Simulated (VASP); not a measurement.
# In2Au (Fm-3m) in VASP: notebook

In2Au is run at these levels: LDA; tasks: single point.

Everything below comes from runs of VASP 6.6.1. Logs are shortened: lines on timing, memory, paths and dates and some standing lists are left out, and cuts for length are marked.

## (1) The cell of the first run

Symmetry: Fm-3m, No. 225, cubic system. Conventional cell: a = 6.369 Å, b = 6.369 Å, c = 6.369 Å, α = 90.00°, β = 90.00°, γ = 90.00°. Within 3.6 Å of In (site symmetry -43m) lie 4 Au at 2.76 Å and 6 In at 3.18 Å. Au (site symmetry m-3m) has 8 In at 2.76 Å within 3.6 Å.

## (2) Single point, LDA (21.53 Å³/atom)

File INCAR:

```
ALGO = Normal ; EDIFF = 1E-6
ENCUT = 520 ; ISIF = 2
ISMEAR = -1 ; LASPH = T
LCHARG = T ; LELF = T
LREAL = F ; LVHAR = T
LWAVE = F ; NBANDS = 26
NELM = 80 ; PREC = Accurate
SIGMA = 0.05
```

File KPOINTS:

```
k-points
0
Gamma
  10 10 10
```

File POSCAR:

```
In2Au
1.0
    0.0000000000      3.1846344394      3.1846344394
    3.1846344394      0.0000000000      3.1846344394
    3.1846344394      3.1846344394      0.0000000000
In Au
2 1
Direct
    0.2500000000      0.2500000000      0.2500000000
    0.7500000000      0.7500000000      0.7500000000
    0.0000000000      0.0000000000      0.0000000000
```

Potentials or basis: VASP PAW LDA potentials, release 64 (In_d, Au).

The run is started by

```bash
cat potpaw_LDA.64/In_d/POTCAR potpaw_LDA.64/Au/POTCAR > POTCAR
mpirun -np 1 vasp_std > vasp.out
```

OUTCAR:

```text
EDIFF = 1E-6
   ENCUT = 520
   ISIF = 2
   ISMEAR = -1
   LASPH = T
   LREAL = F
   NELM = 80
   PREC = Accurate

 ion  position               nearest neighbor table
   1  0.250  0.250  0.250-   3 2.76   3 2.76   3 2.76   3 2.76   2 3.18   2 3.18   2 3.18   2 3.18
                             2 3.18   2 3.18
   2  0.750  0.750  0.750-   3 2.76   3 2.76   3 2.76   3 2.76   1 3.18   1 3.18   1 3.18   1 3.18
                             1 3.18   1 3.18
   3  0.000  0.000  0.000-   2 2.76   2 2.76   2 2.76   1 2.76   2 2.76   1 2.76   1 2.76   1 2.76

  LATTYP: Found a face centered cubic cell.
 ALAT       =     6.3692688788

  Lattice vectors:

 A1 = (   0.0000000000,   3.1846344394,   3.1846344394)
 A2 = (   3.1846344394,   0.0000000000,   3.1846344394)
 A3 = (   3.1846344394,   3.1846344394,   0.0000000000)

Analysis of symmetry for initial positions (statically):
=====================================================================
 Subroutine PRICEL returns:
 Original cell was already a primitive cell.

 Routine SETGRP: Setting up the symmetry group for a
 face centered cubic supercell.

 Subroutine GETGRP returns: Found 48 space group operations
 (whereof 48 operations were pure point group operations)
 out of a pool of 48 trial point group operations.

The static configuration has the point symmetry O_h .

Analysis of symmetry for dynamics (positions and initial velocities):
=====================================================================
 Subroutine PRICEL returns:
 Original cell was already a primitive cell.

 Routine SETGRP: Setting up the symmetry group for a
 face centered cubic supercell.

 Subroutine GETGRP returns: Found 48 space group operations
 (whereof 48 operations were pure point group operations)
 out of a pool of 48 trial point group operations.

The dynamic configuration has the point symmetry O_h .

 Subroutine INISYM returns: Found 48 space group operations
 (whereof 48 operations are pure point group operations),
 and found     1 'primitive' translations

----------------------------------------------------------------------------------------

                                     Primitive cell

  volume of cell :      64.5965

  direct lattice vectors                    reciprocal lattice vectors
     0.000000000  3.184634439  3.184634439    -0.157003892  0.157003892  0.157003892
     3.184634439  0.000000000  3.184634439     0.157003892 -0.157003892  0.157003892
     3.184634439  3.184634439  0.000000000     0.157003892  0.157003892 -0.157003892

  length of vectors
     4.503753215  4.503753215  4.503753215     0.271938717  0.271938717  0.271938717

  position of ions in fractional coordinates (direct lattice)
     0.250000000  0.250000000  0.250000000
     0.750000000  0.750000000  0.750000000
     0.000000000  0.000000000  0.000000000

  ion indices of the primitive-cell ions
   primitive index   ion index
                 1           1
                 2           2
                 3           3

----------------------------------------------------------------------------------------

 KPOINTS: k-points

Automatic generation of k-mesh.
 Grid dimensions read from file:
 generate k-points for:   10   10   10

 Generating k-lattice:

  Cartesian coordinates                     Fractional coordinates (reciprocal lattice)
    -0.015700389  0.015700389  0.015700389     0.100000000  0.000000000  0.000000000
     0.015700389 -0.015700389  0.015700389     0.000000000  0.100000000  0.000000000
     0.015700389  0.015700389 -0.015700389     0.000000000  0.000000000  0.100000000

  Length of vectors
     0.027193872  0.027193872  0.027193872

  Shift w.r.t. Gamma in fractional coordinates (k-lattice)
     0.000000000  0.000000000  0.000000000

 Subroutine IBZKPT returns following result:
 ===========================================

 Found     47 irreducible k-points:

 Following reciprocal coordinates:
            Coordinates               Weight
  0.000000  0.000000  0.000000      1.000000
  0.100000  0.000000  0.000000      8.000000
  0.200000  0.000000  0.000000      8.000000
  0.300000  0.000000  0.000000      8.000000
  0.400000  0.000000  0.000000      8.000000
  0.500000  0.000000  0.000000      4.000000
[... 16 lines left out ...]
  0.300000  0.300000  0.000000      6.000000
  0.400000  0.300000  0.000000     24.000000
 [... further k-points ...]
   k-points           NKPTS =     47   k-points in BZ     NKDIM =     47   number of bands    NBANDS=     26
   number of dos      NEDOS =    301   number of ions     NIONS =      3
   total plane-waves  NPLWV =  46656
   dimension x,y,z NGX =    36 NGY =   36 NGZ =   36
   dimension x,y,z NGXF=    72 NGYF=   72 NGZF=   72
   ions per type =               2   1
   NGX,Y,Z   is equivalent  to a cutoff of  13.29, 13.29, 13.29 a.u.
   NGXF,Y,Z  is equivalent  to a cutoff of  26.58, 26.58, 26.58 a.u.
 SYSTEM =  unknown system
   PREC   = accura    normal or accurate (medium, high low for compatibility)
   ISTART =      0    job   : 0-new  1-cont  2-samecut
   ICHARG =      2    charge: 1-file 2-atom 10-const
   ISPIN  =      1    spin polarized calculation?
   LNONCOLLINEAR =      F non collinear calculations
   LSORBIT =      F    spin-orbit coupling
   LASPH  =      T    aspherical Exc in radial PAW
   ENCUT  =  520.0 eV  38.22 Ry    6.18 a.u.   8.37  8.37  8.37*2*pi/ulx,y,z
   NELM   =     80;   NELMIN=  2; NELMDL= -5     # of ELM steps
   EDIFF  = 0.1E-05   stopping-criterion for ELM
   LREAL  =      F    real-space projection
   EDIFFG = 0.1E-04   stopping-criterion for IOM
   NSW    =      0    number of steps for IOM
   IBRION =     -1    ionic relax: 0-MD 1-quasi-New 2-CG
   NFREE  =      0    steps in history (QN), initial steepest desc. (CG)
   ISIF   =      2    stress and relaxation
   ISYM   =      2    0-nonsym 1-usesym 2-fastsym
   POTIM  = 0.5000    time-step for ionic-motion
   TEBEG  =    0.0;   TEEND  =   0.0 temperature during run
   PSTRESS=    0.0 pullay stress
   NELECT =      37.0000    total number of electrons
   NUPDOWN=      -1.0000    fix difference up-down
   EMIN   =  10.00;   EMAX   =-10.00  energy-range for DOS
   EFERMI =   0.00;   METHOD = LEGACY
   ISMEAR =    -1;   SIGMA  =   0.05  broadening in eV -4-tet -1-fermi 0-gaus
   EFERMI_NEDOS =   21; number of points for ismear=-14 and -15
   IALGO  =     38    algorithm
   IMIX   =      4    mixing-type and parameters
     AMIX     =   0.40;   BMIX     =  1.00
     AMIX_MAG =   1.60;   BMIX_MAG =  1.00
  volume/ion in A,a.u.               =      21.53       145.31
  Fermi-wavevector in a.u.,A,eV,Ry     =   1.359583  2.569240 25.149917  1.848467
  Thomas-Fermi vector in A             =   2.486319
   LORBIT       =      0    0 simple, 1 ext, 2 COOP (PROOUT), +10 PAW based schemes
   GGA     = CA    functional components
   LHFCALC =     F    Hartree Fock is set to
   AEXX    =    0.0000 exact exchange contribution
   IVDW    =     0    specifies the selected vdW correction
   LEPSILON=     F    determine dielectric tensor
   LRPA    =     F    only Hartree local field effects (RPA)
 non-spin polarized calculation
  energy-cutoff  :      520.00
  volume of cell :       64.60
 maximum number of plane-waves:      1807
 NGX is ok and might be reduce to    36
   NGX = 17   NGY = 17   NGZ = 17

 number of electron      37.0000011 magnetization

 Free energy of the ion-electron system (eV)
  ---------------------------------------------------
  ext. energy  EPLUGINS =         0.00000000
  ---------------------------------------------------
  free energy    TOTEN  =       -11.65646125 eV

  energy without entropy =      -11.64916927  energy(sigma->0) =      -11.65281526

 E-fermi :   8.6951     XC(G=0): -11.3608

 val. band max:        8.6606920787   @ k =   0.4000   0.4000   0.0000
 cond. band min:       8.7214829461   @ k =   0.3000   0.3000   0.0000
 fundamental gap:      0.0607908675
 Fermi energy:         8.6951018336

 k-point     1 :       0.0000    0.0000    0.0000
  band No.  band energies     occupation
      1      -6.3161      2.00000
      2      -6.3161      2.00000
      3      -6.1325      2.00000
      4      -6.1325      2.00000
      5      -6.1325      2.00000
      6      -5.7980      2.00000
[... 18 lines left out ...]
     25      14.3500      0.00000
     26      14.3500      0.00000

 k-point     2 :       0.1000    0.0000    0.0000
  band No.  band energies     occupation
      1      -6.2980      2.00000
      2      -6.2980      2.00000
      3      -6.1341      2.00000
      4      -6.1241      2.00000
      5      -6.1241      2.00000
      6      -5.8054      2.00000
[... 18 lines left out ...]
     25      14.4413      0.00000
     26      14.4413      0.00000

 k-point     3 :       0.2000    0.0000    0.0000
  band No.  band energies     occupation
      1      -6.2457      2.00000
      2      -6.2457      2.00000
      3      -6.1317      2.00000
      4      -6.0996      2.00000
      5      -6.0996      2.00000
      6      -5.8275      2.00000
[... 18 lines left out ...]
     25      15.0879      0.00000
     26      15.0879      0.00000

 k-point     4 :       0.3000    0.0000    0.0000
  band No.  band energies     occupation
      1      -6.1644      2.00000
      2      -6.1644      2.00000
      3      -6.1128      2.00000
      4      -6.0616      2.00000
      5      -6.0616      2.00000
      6      -5.8627      2.00000
[... 18 lines left out ...]
     25      16.1682      0.00000
     26      16.1682      0.00000
[... 496 lines left out ...]
      1      -6.2182      2.00000
      2      -6.1325      2.00000
      3      -6.0758      2.00000
      4      -6.0664      2.00000
      5      -6.0146      2.00000
      6      -5.9148      2.00000
[... 18 lines left out ...]
     25      15.6626      0.00000
     26      18.9282      0.00000

 k-point    23 :       0.3000    0.3000    0.0000
  band No.  band energies     occupation
      1      -6.2708      2.00000
      2      -6.2118      2.00000
      3      -6.0403      2.00000
      4      -6.0257      2.00000
      5      -6.0257      2.00000
      6      -5.9112      2.00000
[... 18 lines left out ...]
     25      18.2494      0.00000
     26      18.2761      0.00000

 k-point    24 :       0.4000    0.3000    0.0000
  band No.  band energies     occupation
      1      -6.2465      2.00000
      2      -6.2154      2.00000
      3      -5.9983      2.00000
      4      -5.9972      2.00000
      5      -5.9877      2.00000
      6      -5.9731      2.00000
[... 18 lines left out ...]
     25      18.9183      0.00000
     26      19.1097      0.00000

 [... further k-points ...]

------------------------ aborting loop because EDIFF is reached ----------------------------------------

  FORCE on cell =-STRESS in cart. coord.  units (eV):
  Direction    XX          YY          ZZ          XY          YZ          ZX
  --------------------------------------------------------------------------------------
  -------------------------------------------------------------------------------------
  Total        1.6435225      1.6435225      1.6435225      0.0000000     -0.0000000      0.0000000
  in kB       40.7640647     40.7640647     40.7640647      0.0000000     -0.0000000      0.0000000
  external PRESSURE =      40.7640647 kB  Pullay stress =       0.0000000 kB

 VOLUME and BASIS-vectors are now :
 -----------------------------------------------------------------------------
  energy-cutoff  :      520.00
  volume of cell :       64.60
      direct lattice vectors                 reciprocal lattice vectors
     0.000000000  3.184634439  3.184634439    -0.157003892  0.157003892  0.157003892
     3.184634439  0.000000000  3.184634439     0.157003892 -0.157003892  0.157003892
     3.184634439  3.184634439  0.000000000     0.157003892  0.157003892 -0.157003892

 POSITION                                       TOTAL-FORCE (eV/Angst)
 -----------------------------------------------------------------------------------
      1.59232      1.59232      1.59232         0.000000      0.000000      0.000000
      4.77695      4.77695      4.77695        -0.000000     -0.000000     -0.000000
      0.00000      0.00000      0.00000        -0.000000     -0.000000      0.000000
 -----------------------------------------------------------------------------------
    total drift:                                0.000000      0.000000      0.000000

  FREE ENERGIE OF THE ION-ELECTRON SYSTEM (eV)
  ---------------------------------------------------
  free  energy   TOTEN  =       -11.6564612488 eV

  energy  without entropy=      -11.6491692701  energy(sigma->0) =      -11.65281526
```

Wall time 30 s (1 thread of Intel Xeon 6975P-C (Granite Rapids), shared host); peak memory 0.21 GiB.

What came out:

| Quantity | Value |
| --- | --- |
| Free energy | -11.6565 eV |
| Pressure | 4.1 GPa |
| Band gap on the k mesh | zero (an odd number of electrons rules out a gap without spin polarisation) |

Caveat: the cell stands under pressure; spin-orbit coupling is left out, which moves the levels of the heavy elements.

## (3) Single point, LDA (22.45 Å³/atom)

This run uses another cell than the first one, of 22.45 Å³/atom.

File INCAR:

```
  ALGO = Normal
  EDIFF = 1E-6
  ENCUT = 520
  ISIF = 2
  ISMEAR = -1
  LASPH = T
  LCHARG = F
  LREAL = F
  LWAVE = F
  NBANDS = 26
  NELM = 60
  PREC = Accurate
  SIGMA = 0.05
```

KPOINTS is that of step 2.

File POSCAR:

```
In2Au
1.0
    0.0000000000      3.2291805506      3.2291805506
    3.2291805506      0.0000000000      3.2291805506
    3.2291805506      3.2291805506      0.0000000000
In Au
2 1
Direct
    0.2500000000      0.2500000000      0.2500000000
    0.7500000000      0.7500000000      0.7500000000
    0.0000000000      0.0000000000      0.0000000000
```

Potentials or basis: VASP PAW LDA potentials, release 64 (In_d, Au).

The run is started by

```bash
cat potpaw_LDA.64/In_d/POTCAR potpaw_LDA.64/Au/POTCAR > POTCAR
mpirun -np 1 vasp_std > vasp.out
```

OUTCAR:

```text
EDIFF = 1E-6
   ENCUT = 520
   ISIF = 2
   ISMEAR = -1
   LASPH = T
   LREAL = F
   NELM = 60
   PREC = Accurate

 ion  position               nearest neighbor table
   1  0.250  0.250  0.250-   3 2.80   3 2.80   3 2.80   3 2.80   2 3.23   2 3.23   2 3.23   2 3.23
                             2 3.23   2 3.23
   2  0.750  0.750  0.750-   3 2.80   3 2.80   3 2.80   3 2.80   1 3.23   1 3.23   1 3.23   1 3.23
                             1 3.23   1 3.23
   3  0.000  0.000  0.000-   2 2.80   2 2.80   2 2.80   1 2.80   2 2.80   1 2.80   1 2.80   1 2.80

  LATTYP: Found a face centered cubic cell.
 ALAT       =     6.4583611012

  Lattice vectors:

 A1 = (   0.0000000000,   3.2291805506,   3.2291805506)
 A2 = (   3.2291805506,   0.0000000000,   3.2291805506)
 A3 = (   3.2291805506,   3.2291805506,   0.0000000000)

Analysis of symmetry for initial positions (statically):
=====================================================================
 Subroutine PRICEL returns:
 Original cell was already a primitive cell.

 Routine SETGRP: Setting up the symmetry group for a
 face centered cubic supercell.

[... 165 lines left out ...]

  energy without entropy =      -11.68475693  energy(sigma->0) =      -11.68929408

 E-fermi :   8.1235     XC(G=0): -11.1452

 val. band max:        8.1131977101   @ k =  -0.4000   0.2000   0.0000
 cond. band min:       8.1798843212   @ k =   0.4000   0.1000   0.0000
 fundamental gap:      0.0666866111
 Fermi energy:         8.1235132201

 k-point     1 :       0.0000    0.0000    0.0000
  band No.  band energies     occupation
      1      -6.7639      2.00000
      2      -6.7639      2.00000
      3      -6.6003      2.00000
      4      -6.6003      2.00000
      5      -6.6003      2.00000
      6      -6.3017      2.00000
[... 685 lines left out ...]
     25      18.0958      0.00000
     26      18.3546      0.00000

 [... further k-points ...]

------------------------ aborting loop because EDIFF is reached ----------------------------------------

  FORCE on cell =-STRESS in cart. coord.  units (eV):
  Direction    XX          YY          ZZ          XY          YZ          ZX
  --------------------------------------------------------------------------------------
  -------------------------------------------------------------------------------------
  Total        0.1166418      0.1166418      0.1166418      0.0000000      0.0000000      0.0000000
  in kB        2.7749662      2.7749662      2.7749662      0.0000000      0.0000000      0.0000000
  external PRESSURE =       2.7749662 kB  Pullay stress =       0.0000000 kB

 VOLUME and BASIS-vectors are now :
 -----------------------------------------------------------------------------
  energy-cutoff  :      520.00
  volume of cell :       67.35
      direct lattice vectors                 reciprocal lattice vectors
     0.000000000  3.229180551  3.229180551    -0.154838044  0.154838044  0.154838044
     3.229180551  0.000000000  3.229180551     0.154838044 -0.154838044  0.154838044
     3.229180551  3.229180551  0.000000000     0.154838044  0.154838044 -0.154838044

 POSITION                                       TOTAL-FORCE (eV/Angst)
 -----------------------------------------------------------------------------------
      1.61459      1.61459      1.61459         0.000000     -0.000000      0.000000
      4.84377      4.84377      4.84377        -0.000000      0.000000     -0.000000
      0.00000      0.00000      0.00000         0.000000     -0.000000     -0.000000
 -----------------------------------------------------------------------------------
    total drift:                                0.000000      0.000000      0.000000

  FREE ENERGIE OF THE ION-ELECTRON SYSTEM (eV)
  ---------------------------------------------------
  free  energy   TOTEN  =       -11.6938312371 eV

  energy  without entropy=      -11.6847569313  energy(sigma->0) =      -11.68929408
```

OSZICAR:

```text
N       E                     dE             d eps       ncg     rms          rms(c)
DAV:   1     0.340334540039E+03    0.34033E+03   -0.17745E+04  2500   0.188E+03
DAV:   2     0.180417787551E+02   -0.32229E+03   -0.31043E+03  2458   0.440E+02
DAV:   3    -0.115538649794E+02   -0.29596E+02   -0.29163E+02  2818   0.148E+02
DAV:   4    -0.124369155138E+02   -0.88305E+00   -0.88120E+00  2944   0.256E+01
DAV:   5    -0.124793018214E+02   -0.42386E-01   -0.42383E-01  3660   0.510E+00    0.872E+00
DAV:   6    -0.117779393505E+02    0.70136E+00   -0.27260E+00  2592   0.126E+01    0.485E+00
DAV:   7    -0.117174800524E+02    0.60459E-01   -0.14326E-01  3372   0.465E+00    0.278E+00
DAV:   8    -0.116950764499E+02    0.22404E-01   -0.37413E-02  3194   0.217E+00    0.282E-01
DAV:   9    -0.116938669465E+02    0.12095E-02   -0.56746E-03  3334   0.110E+00    0.244E-01
DAV:  10    -0.116938293069E+02    0.37640E-04   -0.49822E-04  2850   0.240E-01    0.520E-02
DAV:  11    -0.116938298721E+02   -0.56520E-06   -0.15269E-05  3376   0.333E-02    0.179E-02
DAV:  12    -0.116938312317E+02   -0.13596E-05   -0.25201E-06  2302   0.126E-02    0.401E-03
DAV:  13    -0.116938312371E+02   -0.53969E-08   -0.32560E-07  1388   0.654E-03
   1 F= -.11693831E+02 E0= -.11689294E+02  d E =-.907431E-02
```

Run time: 33 s. Hardware: 1 thread of Intel Xeon 6975P-C (Granite Rapids), shared host; peak memory 0.21 GiB.

Results:

```
Free energy            : -11.6938 eV
Pressure               : 0.3 GPa
Band gap on the k mesh : zero (an odd number of electrons rules out a gap without spin polarisation)
```

Caveat: spin-orbit coupling is left out, which moves the levels of the heavy elements.

(Continued in part 2 of 2.)
